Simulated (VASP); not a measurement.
# LiF (Fm-3m) in VASP: further runs

The runs below take LiF through single point, with PBEsol, HSE06, r2SCAN.

All numbers are computed with VASP 6.6.1; they aren't measurements. Logs are shortened: lines on timing, memory, paths and dates and some standing lists are left out, and cuts for length are marked.

### 1 The cell of the first run

It takes space group Fm-3m (No. 225, cubic). The conventional cell has a = 4.008 Å, b = 4.008 Å, c = 4.008 Å, α = 90.00°, β = 90.00°, γ = 90.00°. Within 2.7 Å of F (site symmetry m-3m) lie 6 Li at 2.00 Å. Li (site symmetry m-3m) has 6 F at 2.00 Å within 2.7 Å.

### 2 Single point, PBEsol

The input, INCAR:

```
  PREC = Accurate
  ENCUT = 520
  EDIFF = 1E-6
  ISMEAR = -1
  SIGMA = 0.05
  LREAL = Auto
  LASPH = True
  NELM = 80
  ALGO = Normal
  ISIF = 2
  LWAVE = False
  LCHARG = False
  GGA = PS
  NBANDS = 198
```

The input, KPOINTS:

```
Automatic mesh
0
Gamma
  1 1 1
```

The input, POSCAR:

```
LiF
1.0
    8.0151850000      0.0000000000      0.0000000000
    0.0000000000      8.0151850000      0.0000000000
    0.0000000000      0.0000000000      8.0151850000
F Li
32 32
Direct
    0.2500000000      0.0000000000      0.0000000000
    0.2500000000      0.0000000000      0.5000000000
    0.2500000000      0.5000000000      0.0000000000
    0.2500000000      0.5000000000      0.5000000000
    0.7500000000      0.0000000000      0.0000000000
    0.7500000000      0.0000000000      0.5000000000
    0.7500000000      0.5000000000      0.0000000000
    0.7500000000      0.5000000000      0.5000000000
    0.0000000000      0.2500000000      0.0000000000
    0.0000000000      0.2500000000      0.5000000000
    0.0000000000      0.7500000000      0.0000000000
    0.0000000000      0.7500000000      0.5000000000
    0.5000000000      0.2500000000      0.0000000000
    0.5000000000      0.2500000000      0.5000000000
    0.5000000000      0.7500000000      0.0000000000
    0.5000000000      0.7500000000      0.5000000000
    0.0000000000      0.0000000000      0.2500000000
    0.0000000000      0.0000000000      0.7500000000
    0.0000000000      0.5000000000      0.2500000000
    0.0000000000      0.5000000000      0.7500000000
    0.5000000000      0.0000000000      0.2500000000
    0.5000000000      0.0000000000      0.7500000000
    0.5000000000      0.5000000000      0.2500000000
    0.5000000000      0.5000000000      0.7500000000
    0.2500000000      0.2500000000      0.2500000000
    0.2500000000      0.2500000000      0.7500000000
    0.2500000000      0.7500000000      0.2500000000
    0.2500000000      0.7500000000      0.7500000000
    0.7500000000      0.2500000000      0.2500000000
    0.7500000000      0.2500000000      0.7500000000
    0.7500000000      0.7500000000      0.2500000000
    0.7500000000      0.7500000000      0.7500000000
    0.0000000000      0.0000000000      0.0000000000
    0.0000000000      0.0000000000      0.5000000000
    0.0000000000      0.5000000000      0.0000000000
    0.0000000000      0.5000000000      0.5000000000
    0.5000000000      0.0000000000      0.0000000000
    0.5000000000      0.0000000000      0.5000000000
    0.5000000000      0.5000000000      0.0000000000
    0.5000000000      0.5000000000      0.5000000000
    0.2500000000      0.2500000000      0.0000000000
    0.2500000000      0.2500000000      0.5000000000
    0.2500000000      0.7500000000      0.0000000000
    0.2500000000      0.7500000000      0.5000000000
    0.7500000000      0.2500000000      0.0000000000
    0.7500000000      0.2500000000      0.5000000000
    0.7500000000      0.7500000000      0.0000000000
    0.7500000000      0.7500000000      0.5000000000
    0.2500000000      0.0000000000      0.2500000000
    0.2500000000      0.0000000000      0.7500000000
    0.2500000000      0.5000000000      0.2500000000
    0.2500000000      0.5000000000      0.7500000000
    0.7500000000      0.0000000000      0.2500000000
    0.7500000000      0.0000000000      0.7500000000
    0.7500000000      0.5000000000      0.2500000000
    0.7500000000      0.5000000000      0.7500000000
    0.0000000000      0.2500000000      0.2500000000
    0.0000000000      0.2500000000      0.7500000000
    0.0000000000      0.7500000000      0.2500000000
    0.0000000000      0.7500000000      0.7500000000
    0.5000000000      0.2500000000      0.2500000000
    0.5000000000      0.2500000000      0.7500000000
    0.5000000000      0.7500000000      0.2500000000
    0.5000000000      0.7500000000      0.7500000000
```

Potentials or basis: VASP PAW PBE potentials, release 64 (F, Li_sv).

On the command line:

```console
$ cat potpaw_PBE.64/F/POTCAR potpaw_PBE.64/Li_sv/POTCAR > POTCAR
$ mpirun -np 1 vasp_gam > vasp.out
```

OUTCAR:

```text
PREC = Accurate
   ENCUT = 520
   EDIFF = 1E-6
   ISMEAR = -1
   LREAL = Auto
   LASPH = True
   NELM = 80
   ISIF = 2
   GGA = PS

 ion  position               nearest neighbor table
   1  0.250  0.000  0.000-  33 2.00  37 2.00  41 2.00  43 2.00  49 2.00  50 2.00
   2  0.250  0.000  0.500-  34 2.00  38 2.00  42 2.00  44 2.00  49 2.00  50 2.00
   3  0.250  0.500  0.000-  35 2.00  39 2.00  41 2.00  43 2.00  51 2.00  52 2.00
   4  0.250  0.500  0.500-  36 2.00  40 2.00  42 2.00  44 2.00  51 2.00  52 2.00
   5  0.750  0.000  0.000-  33 2.00  37 2.00  45 2.00  47 2.00  53 2.00  54 2.00
   6  0.750  0.000  0.500-  34 2.00  38 2.00  46 2.00  48 2.00  53 2.00  54 2.00
[... 56 lines left out ...]
  63  0.500  0.750  0.250-  15 2.00  16 2.00  21 2.00  23 2.00  27 2.00  31 2.00
  64  0.500  0.750  0.750-  15 2.00  16 2.00  22 2.00  24 2.00  28 2.00  32 2.00

  LATTYP: Found a simple cubic cell.
 ALAT       =     8.0151850000

  Lattice vectors:

 A1 = (   8.0151850000,   0.0000000000,   0.0000000000)
 A2 = (   0.0000000000,   8.0151850000,   0.0000000000)
 A3 = (   0.0000000000,   0.0000000000,   8.0151850000)

Analysis of symmetry for initial positions (statically):
=====================================================================
 Subroutine PRICEL returns following result:

  LATTYP: Found a face centered cubic cell.
 ALAT       =     4.0075925000

  Lattice vectors:

 A1 = (   2.0037962500,  -2.0037962500,   0.0000000000)
 A2 = (   2.0037962500,   0.0000000000,   2.0037962500)
 A3 = (   0.0000000000,  -2.0037962500,   2.0037962500)

  32 primitive cells build up your supercell.

 Routine SETGRP: Setting up the symmetry group for a
 simple cubic supercell.

 Subroutine GETGRP returns: Found 48 space group operations
 (whereof 48 operations were pure point group operations)
 out of a pool of 48 trial point group operations.

The static configuration has the point symmetry O_h .

Analysis of symmetry for dynamics (positions and initial velocities):
=====================================================================
 Subroutine PRICEL returns following result:

  LATTYP: Found a face centered cubic cell.
 ALAT       =     4.0075925000

  Lattice vectors:

 A1 = (   2.0037962500,  -2.0037962500,   0.0000000000)
 A2 = (   2.0037962500,   0.0000000000,   2.0037962500)
[... 87 lines left out ...]
   EDIFF  = 0.1E-05   stopping-criterion for ELM
   LREAL  =      T    real-space projection
   EDIFFG = 0.1E-04   stopping-criterion for IOM
   NSW    =      0    number of steps for IOM
   IBRION =     -1    ionic relax: 0-MD 1-quasi-New 2-CG
   NFREE  =      0    steps in history (QN), initial steepest desc. (CG)
   ISIF   =      2    stress and relaxation
   ISYM   =      2    0-nonsym 1-usesym 2-fastsym
   POTIM  = 0.5000    time-step for ionic-motion
   TEBEG  =    0.0;   TEEND  =   0.0 temperature during run
   PSTRESS=    0.0 pullay stress
   NELECT =     320.0000    total number of electrons
   NUPDOWN=      -1.0000    fix difference up-down
   EMIN   =  10.00;   EMAX   =-10.00  energy-range for DOS
   EFERMI =   0.00;   METHOD = LEGACY
   ISMEAR =    -1;   SIGMA  =   0.05  broadening in eV -4-tet -1-fermi 0-gaus
   EFERMI_NEDOS =   21; number of points for ismear=-14 and -15
   IALGO  =     38    algorithm
   IMIX   =      4    mixing-type and parameters
     AMIX     =   0.40;   BMIX     =  1.00
     AMIX_MAG =   1.60;   BMIX_MAG =  1.00
  volume/ion in A,a.u.               =       8.05        54.29
  Fermi-wavevector in a.u.,A,eV,Ry     =   1.397048  2.640038 26.555070  1.951743
  Thomas-Fermi vector in A             =   2.520342
   LORBIT       =      0    0 simple, 1 ext, 2 COOP (PROOUT), +10 PAW based schemes
   GGA     = PS    functional components
   LHFCALC =     F    Hartree Fock is set to
   AEXX    =    0.0000 exact exchange contribution
   IVDW    =     0    specifies the selected vdW correction
   LEPSILON=     F    determine dielectric tensor
   LRPA    =     F    only Hartree local field effects (RPA)
 non-spin polarized calculation
  energy-cutoff  :      520.00
  volume of cell :      514.92
 maximum number of plane-waves:      6975
 NGX is ok and might be reduce to    60
   NGX = 29   NGY = 29   NGZ = 29

 number of electron     319.9999197 magnetization

 Free energy of the ion-electron system (eV)
  ---------------------------------------------------
  ext. energy  EPLUGINS =         0.00000000
  ---------------------------------------------------
  free energy    TOTEN  =      -315.04279957 eV

  energy without entropy =     -315.04279957  energy(sigma->0) =     -315.04279957

 E-fermi :   0.3387     XC(G=0): -10.2767

 val. band max:       -1.0054697537   @ k =   0.0000   0.0000   0.0000
 cond. band min:       8.0465384391   @ k =   0.0000   0.0000   0.0000
 fundamental gap:      9.0520081928
 Fermi energy:         0.3386560202

 k-point     1 :       0.0000    0.0000    0.0000
  band No.  band energies     occupation
      1     -41.1937      2.00000
      2     -41.1498      2.00000
      3     -41.1498      2.00000
      4     -41.1498      2.00000
      5     -41.1498      2.00000
      6     -41.1498      2.00000
[... 164 lines left out ...]
    171      10.3809      0.00000
    172      11.0104      0.00000
 [bands above 172 left out]

------------------------ aborting loop because EDIFF is reached ----------------------------------------

  FORCE on cell =-STRESS in cart. coord.  units (eV):
  Direction    XX          YY          ZZ          XY          YZ          ZX
  --------------------------------------------------------------------------------------
  -------------------------------------------------------------------------------------
  Total       -0.0390025     -0.0390025     -0.0390025      0.0000000      0.0000000      0.0000000
  in kB       -0.1213562     -0.1213562     -0.1213562      0.0000000      0.0000000      0.0000000
  external PRESSURE =      -0.1213562 kB  Pullay stress =       0.0000000 kB

 VOLUME and BASIS-vectors are now :
 -----------------------------------------------------------------------------
  energy-cutoff  :      520.00
  volume of cell :      514.92
      direct lattice vectors                 reciprocal lattice vectors
     8.015185000  0.000000000  0.000000000     0.124763184  0.000000000  0.000000000
     0.000000000  8.015185000  0.000000000     0.000000000  0.124763184  0.000000000
     0.000000000  0.000000000  8.015185000     0.000000000  0.000000000  0.124763184

 POSITION                                       TOTAL-FORCE (eV/Angst)
 -----------------------------------------------------------------------------------
      2.00380      0.00000      0.00000        -0.000000      0.000000      0.000000
      2.00380      0.00000      4.00759        -0.000000     -0.000000      0.000000
      2.00380      4.00759      0.00000         0.000000      0.000000     -0.000000
      2.00380      4.00759      4.00759        -0.000000      0.000000     -0.000000
      6.01139      0.00000      0.00000         0.000000      0.000000      0.000000
      6.01139      0.00000      4.00759         0.000000     -0.000000     -0.000000
[... 56 lines left out ...]
      4.00759      6.01139      2.00380        -0.000000      0.000000     -0.000000
      4.00759      6.01139      6.01139        -0.000000     -0.000000     -0.000000
 -----------------------------------------------------------------------------------
    total drift:                                0.000000     -0.000000      0.000000

  FREE ENERGIE OF THE ION-ELECTRON SYSTEM (eV)
  ---------------------------------------------------
  free  energy   TOTEN  =      -315.0427995652 eV

  energy  without entropy=     -315.0427995651  energy(sigma->0) =     -315.04279957
```

Wall time 78 s (1 thread of Intel Xeon 6975P-C (Granite Rapids), shared host); peak memory 0.47 GiB.

What came out:

| Quantity | Value |
| --- | --- |
| Free energy | -315.0428 eV |
| Band gap on the k mesh | 9.05 eV |

Caveat: the k points lie up to 0.78 Å⁻¹ apart; the cutoff is under 1.25 times the usual one of these potentials, so pressure, stress and relaxed cells hold a basis-set (Pulay) error; the PAW data sets were made with another functional, which shifts forces and pressure a little.

### 3 Single point, HSE06

POSCAR is that of step 2.

The input, INCAR.step1:

```
SYSTEM = LiF
ALGO     = Normal         ! electronic algorithm
EDIFF    = 1E-5           ! SCF threshold, eV
ENCUT    = 520            ! plane-wave cutoff, eV
GGA      = PE             ! functional
ISIF     = 2              ! what is computed and relaxed
ISMEAR   = -1             ! smearing method
LASPH    = .TRUE.         ! aspherical terms in the spheres
LREAL    = Auto         
LUSENCCL = .FALSE.      
LWAVE    = .TRUE.         ! write WAVECAR
NBANDS   = 198            ! bands
NELM     = 100            ! most SCF steps
PREC     = Accurate       ! precision mode
SIGMA    = 0.05           ! smearing width, eV
```

The input, INCAR.step2:

```
SYSTEM = LiF
ALGO     = Normal         ! electronic algorithm
EDIFF    = 1E-6           ! SCF threshold, eV
ENCUT    = 520            ! plane-wave cutoff, eV
GGA      = PE             ! functional
HFSCREEN = 0.2079         ! screening, 1/A
ISIF     = 2              ! what is computed and relaxed
ISMEAR   = -1             ! smearing method
ISTART   = 1            
LASPH    = .TRUE.         ! aspherical terms in the spheres
LCHARG   = .TRUE.         ! write CHGCAR
LELF     = .TRUE.         ! ELF
LHFCALC  = .TRUE.         ! exact exchange
LREAL    = Auto         
LUSENCCL = .FALSE.      
LVHAR    = .TRUE.       
LWAVE    = .FALSE.        ! write WAVECAR
NBANDS   = 198            ! bands
NELM     = 100            ! most SCF steps
PREC     = Accurate       ! precision mode
PRECFOCK = Fast         
SIGMA    = 0.05           ! smearing width, eV
```

The input, KPOINTS:

```
k-points
0
G
  1 1 1
  0 0 0
```

Potentials or basis: VASP PAW PBE potentials, release 64 (F, Li_sv).

On the command line:

```console
$ cat potpaw_PBE.64/F/POTCAR potpaw_PBE.64/Li_sv/POTCAR > POTCAR
$ cp INCAR.step1 INCAR
$ mpirun -np 1 vasp_gam > vasp.out
$ cp INCAR.step2 INCAR
$ mpirun -np 1 vasp_gam > vasp.out
```

OUTCAR:

```text
SYSTEM = LiF
   EDIFF = 1E-6
   ENCUT = 520
   GGA = PE
   HFSCREEN = 0.2079
   ISIF = 2
   ISMEAR = -1
   ISTART = 1
   LASPH = .TRUE.
   LHFCALC = .TRUE.
   LREAL = Auto
   NELM = 100
   PREC = Accurate
   PRECFOCK = Fast

 ion  position               nearest neighbor table
   1  0.250  0.000  0.000-  33 2.00  37 2.00  41 2.00  43 2.00  49 2.00  50 2.00
   2  0.250  0.000  0.500-  34 2.00  38 2.00  42 2.00  44 2.00  49 2.00  50 2.00
   3  0.250  0.500  0.000-  35 2.00  39 2.00  41 2.00  43 2.00  51 2.00  52 2.00
[... 438 lines left out ...]
  Total        0.1080705      0.1080705      0.1080705     -0.0000000     -0.0000000     -0.0000000
  in kB        0.3362613      0.3362613      0.3362613     -0.0000000     -0.0000000     -0.0000000
  external PRESSURE =       0.3362613 kB  Pullay stress =       0.0000000 kB

 VOLUME and BASIS-vectors are now :
 -----------------------------------------------------------------------------
  energy-cutoff  :      520.00
  volume of cell :      514.92
      direct lattice vectors                 reciprocal lattice vectors
     8.015185000  0.000000000  0.000000000     0.124763184  0.000000000  0.000000000
     0.000000000  8.015185000  0.000000000     0.000000000  0.124763184  0.000000000
     0.000000000  0.000000000  8.015185000     0.000000000  0.000000000  0.124763184

 POSITION                                       TOTAL-FORCE (eV/Angst)
 -----------------------------------------------------------------------------------
      2.00380      0.00000      0.00000         0.000000      0.000000      0.000000
      2.00380      0.00000      4.00759         0.000000      0.000000     -0.000000
      2.00380      4.00759      0.00000        -0.000000     -0.000000      0.000000
      2.00380      4.00759      4.00759        -0.000000     -0.000000      0.000000
      6.01139      0.00000      0.00000         0.000000      0.000000      0.000000
      6.01139      0.00000      4.00759         0.000000      0.000000      0.000000
[... 56 lines left out ...]
      4.00759      6.01139      2.00380         0.000000     -0.000000      0.000000
      4.00759      6.01139      6.01139        -0.000000      0.000000     -0.000000
 -----------------------------------------------------------------------------------
    total drift:                                0.000001      0.000006      0.000001

  FREE ENERGIE OF THE ION-ELECTRON SYSTEM (eV)
  ---------------------------------------------------
  free  energy   TOTEN  =      -364.6858259189 eV

  energy  without entropy=     -364.6858259189  energy(sigma->0) =     -364.68582592
```

Run time: 4.6 min. Hardware: 1 × NVIDIA H100 80GB with 1 thread of AMD EPYC 7R13 (Zen 3), shared host; peak memory 1.4 GiB.

What came out:

```
Free energy            : -364.6858 eV
Band gap on the k mesh : 11.55 eV
```

Levels at points of the mesh, in eV from the valence-band top:
```
           k point  band 158  band 159  band 160  band 161  band 162  band 163
(0.00, 0.00, 0.00)      0.00      0.00      0.00     11.55     13.20     13.20
```

Caveat: the k points lie up to 0.78 Å⁻¹ apart; the cutoff is under 1.25 times the usual one of these potentials, so pressure, stress and relaxed cells hold a basis-set (Pulay) error; the PAW data sets were made with another functional, which shifts forces and pressure a little. A k mesh can miss the band edges.

[end of part 1 of 2]
